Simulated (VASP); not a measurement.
# CuO2 (fluorite type): single point with PBE

Crystal: CuO2 (fluorite type).

```xyz
3
Lattice="0.0000 2.3675 2.3675 2.3675 0.0000 2.3675 2.3675 2.3675 0.0000" Properties=species:S:1:pos:R:3 pbc="T T T"
Cu    0.0000    0.0000    0.0000
O     1.1837    1.1837    1.1837
O     3.5512    3.5512    3.5512
```

- Program: VASP 6.6.1
- Task: single point
- Functional: PBE
- Potentials or basis: VASP PAW PBE potentials, release 64 (Cu, O)
- Cutoff: 520 eV
- k mesh: 13 × 13 × 13
- Occupations: fermi-dirac, width 0.0612256 eV
- Spin: no spin polarisation
- Dipole correction: no
- Further INCAR settings: ALGO = Normal; EDIFF = 1e-06; NBANDS = 18

- Pressure: 13.0 GPa
- Band gap on the k mesh: zero (an odd number of electrons rules out a gap without spin polarisation)

Levels at points of the mesh, in eV from the Fermi level:
| k point | band 9 | band 10 | band 11 | band 12 | band 13 | band 14 |
| --- | --- | --- | --- | --- | --- | --- |
| (0.00, 0.00, 0.00) | -1.12 | -1.12 | -0.08 | -0.08 | -0.08 | 6.29 |

Wall time 63 s on 1 thread of AMD EPYC 7R13 Processor (Zen 3), on a shared host, peak memory 0.15 GiB.

Caveat: the cell stands under pressure; an odd number of electrons without spin polarisation forces a metal; a magnetic or distorted state may lie lower; semilocal functionals often make such compounds metallic where correlation or magnetic order opens a gap, which also shifts bond lengths. With open d or f shells a metallic result of PBE can be an artefact of self-interaction; +U or a hybrid may open a gap.
